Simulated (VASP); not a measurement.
Here is a VASP 6.6.1 calculation.

Contents of INCAR:

```
ALGO = Normal
EDIFF = 1E-7
ENCUT = 520
GGA = PE
ISIF = 2
ISMEAR = 0
LASPH = T
LCHARG = F
LREAL = F
LWAVE = F
NBANDS = 34
NELM = 60
PREC = Accurate
SIGMA = 0.1
```

File KPOINTS:

```
k-points
0
Gamma
  6 6 6
```

File POSCAR:

```
KHf3O2
1.0
    2.0379572900      1.1766151900      7.5935565300
   -2.0379572900      1.1766151900      7.5935565300
    0.0000000000     -2.3532303800      7.5935565300
K Hf O
1 3 2
Direct
    0.5000000000      0.5000000000      0.5000000000
    0.0000000000      0.0000000000      0.0000000000
    0.3664707200      0.3664707200      0.3664707200
    0.6335292800      0.6335292800      0.6335292800
    0.7459748400      0.7459748400      0.7459748400
    0.2540251600      0.2540251600      0.2540251600
```

Potentials or basis: VASP PAW PBE potentials, release 64 (K_sv, Hf_pv, O).

The run is started by

```bash
$ cat potpaw_PBE.64/K_sv/POTCAR potpaw_PBE.64/Hf_pv/POTCAR potpaw_PBE.64/O/POTCAR > POTCAR
$ mpirun -np 1 vasp_std > vasp.out
```

Q: What does it give for the pressure?

A: 21.6 GPa.

Q: Estimate the largest force.

A: 2.644 eV/Å.

Forces on the atoms (eV/Å):
```
K    0.000  0.000  0.000
Hf   0.000  0.000  0.000
Hf   0.000  0.000  2.644
Hf   0.000  0.000 -2.644
O    0.000  0.000 -1.027
O    0.000  0.000  1.027
```

Caveat: an odd number of electrons without spin polarisation forces a metal; a magnetic or distorted state may lie lower.
